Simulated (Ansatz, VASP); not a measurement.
# AlAs: VASP beside Ansatz

Contents of INCAR:

```
SYSTEM = AlAs
PREC = Accurate
ENCUT = 500
EDIFF = 1E-6
ISMEAR = 0
SIGMA = 0.01
LREAL = .False.
LASPH = .True.
NELM = 120
ALGO = Normal
ISIF = 2
LWAVE = .False.
LCHARG = .False.
GGA = CA
NBANDS = 11
GGA_COMPAT = .False.
```

Contents of KPOINTS:

```
Automatic mesh
0
Gamma
  8 8 8
  0 0 0
```

Contents of POSCAR:

```
AlAs
1.0
    2.6809005078      2.6809005078      0.0000000000
   -2.6809005078      2.6809005078      0.0000000000
    0.0000000000      2.6809005078      2.6809005078
Al As
1 1
Direct
    0.0000000000      0.0000000000      0.0000000000
    0.7500000000      0.2500000000      0.5000000000
```

Input for Ansatz:

```yaml
crystal:
  lattice:
    - [2.68090050778, 2.68090050778, 0.0]
    - [-2.68090050778, 2.68090050778, 0.0]
    - [0.0, 2.68090050778, 2.68090050778]
  atoms:
    - { symbol: Al, position: [0.0, 0.0, 0.0] }
    - { symbol: As, position: [0.75, 0.25, 0.5] }
kpoints:
  mp_grid: { grid: [8, 8, 8] }
scf:
  occupations: { method: fixed }
  convergence: { dr2_threshold: 1.0e-10 }
hamiltonian:
  xc: lda
  pseudopotentials: { kind: all_electron, lapw: { basis_error: 0.0005 } }
output:
  forces: true
  stress: true
  eigenstates:
    kpoints:
      - [0.0, 0.0, 0.0]
      - [-0.5, 0.5, 0.0]
      - [-0.5, -0.5, -0.5]
      - [0.0, 0.0, -0.5]
      - [0.5, 0.0, 0.0]
      - [0.0, 0.5, 0.5]
      - [0.0, -0.5, 0.0]
      - [0.5, 0.0, 0.5]
  eigenvalues: true
```

Alike in both runs: task single point; functional LDA; k mesh 8 × 8 × 8; no spin polarisation.

|  | VASP | Ansatz |
| --- | --- | --- |
| version | VASP 6.6.1 | Ansatz 0.2.0 |
| potentials or method | VASP PAW LDA potentials, release 64 (Al, As), cutoff 500 eV | all-electron LAPW, scalar-relativistic |
| occupations | gaussian, width 0.01 eV | fixed |

```tsv
	VASP	Ansatz	Ansatz less VASP
gap on the k mesh at the Fermi level (eV)	1.02	1.04	+0.019
pressure (GPa)	15.6	14.9	-0.73
```

LDA's correlation is that of Perdew and Zunger in VASP and of Perdew and Wang (1992) in Ansatz. Ansatz ran all-electron here, and VASP with PAW potentials.
